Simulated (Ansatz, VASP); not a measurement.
**CoSi2 in VASP and in Ansatz**

File INCAR:

```
SYSTEM = CoSi2
ALGO     = Normal         ! electronic algorithm
EDIFF    = 1E-6           ! SCF threshold, eV
ENCUT    = 520            ! plane-wave cutoff, eV
GGA      = PS             ! functional
ISIF     = 2              ! what is computed and relaxed
ISMEAR   = 0              ! smearing method
LASPH    = .True.         ! aspherical terms in the spheres
LCHARG   = .False.        ! write CHGCAR
LREAL    = .False.        ! projectors in reciprocal space
LWAVE    = .False.        ! write WAVECAR
NBANDS   = 46             ! bands
NELM     = 80             ! most SCF steps
PREC     = Accurate       ! precision mode
SIGMA    = 0.15           ! smearing width, eV
```

File KPOINTS:

```
k-points
0
Gamma
  10 10 10
  0 0 0
```

POSCAR

```
CoSi2
1.0
    5.3125079440      0.0000000000      0.0000000000
    0.0000000000     -5.3125079440      0.0000000000
    0.0000000000      0.0000000000     -5.3125079440
Co Si
4 8
Direct
    0.0000000000      0.0000000000      0.0000000000
    0.5000000000      0.5000000000      0.0000000000
    0.5000000000      0.0000000000      0.5000000000
    0.0000000000      0.5000000000      0.5000000000
    0.2500000000      0.2500000000      0.2500000000
    0.7500000000      0.7500000000      0.2500000000
    0.7500000000      0.2500000000      0.7500000000
    0.2500000000      0.7500000000      0.7500000000
    0.7500000000      0.7500000000      0.7500000000
    0.2500000000      0.2500000000      0.7500000000
    0.2500000000      0.7500000000      0.2500000000
    0.7500000000      0.2500000000      0.2500000000
```

Input for Ansatz:

```yaml
crystal:
  lattice:
    - [5.312507944, 0.0, 0.0]
    - [0.0, -5.312507944, 0.0]
    - [0.0, 0.0, -5.312507944]
  atoms:
    - { symbol: Co, position: [0.0, 0.0, 0.0] }
    - { symbol: Co, position: [0.5, 0.5, 0.0] }
    - { symbol: Co, position: [0.5, 0.0, 0.5] }
    - { symbol: Co, position: [0.0, 0.5, 0.5] }
    - { symbol: Si, position: [0.25, 0.25, 0.25] }
    - { symbol: Si, position: [0.75, 0.75, 0.25] }
    - { symbol: Si, position: [0.75, 0.25, 0.75] }
    - { symbol: Si, position: [0.25, 0.75, 0.75] }
    - { symbol: Si, position: [0.75, 0.75, 0.75] }
    - { symbol: Si, position: [0.25, 0.25, 0.75] }
    - { symbol: Si, position: [0.25, 0.75, 0.25] }
    - { symbol: Si, position: [0.75, 0.25, 0.25] }
basis:
  ecutwfc: 420
kpoints:
  mp_grid: { grid: [10, 10, 10] }
hamiltonian:
  xc: pbesol
scf:
  occupations: { method: gaussian, width: 0.15 }
output:
  forces: true
  stress: true
  eigenvalues: true
  write_density: true
  write_potential: true
  elf: true
  volumetric_format: npy
```

Alike in both runs: task single point; functional PBEsol; k mesh 10 × 10 × 10; occupations gaussian, width 0.15 eV; no spin polarisation.

```csv
,VASP,Ansatz
version,VASP 6.6.1,Ansatz 0.2.0
potentials or method,"VASP PAW PBE potentials, release 64 (Co, Si), cutoff 520 eV","scalar-relativistic, plane waves, PAW"
valence electrons in the cell,68,100
```

Ansatz gave:

* gap on the k mesh at the Fermi level (eV): none
* pressure (GPa): 0.0

Task: Estimate VASP's values.

Result: gap on the k mesh at the Fermi level (eV): none; pressure (GPa): 0.1.

VASP's potentials were made for PBE, not for PBEsol. A gap of «none» marks a metal or a gap that the smearing closes. With one functional, cell and mesh, what is left measures potentials, basis and numerics. VASP's potentials hold 68 valence electrons a cell and Ansatz's 100, so a difference there can come from the potentials and not from the codes.
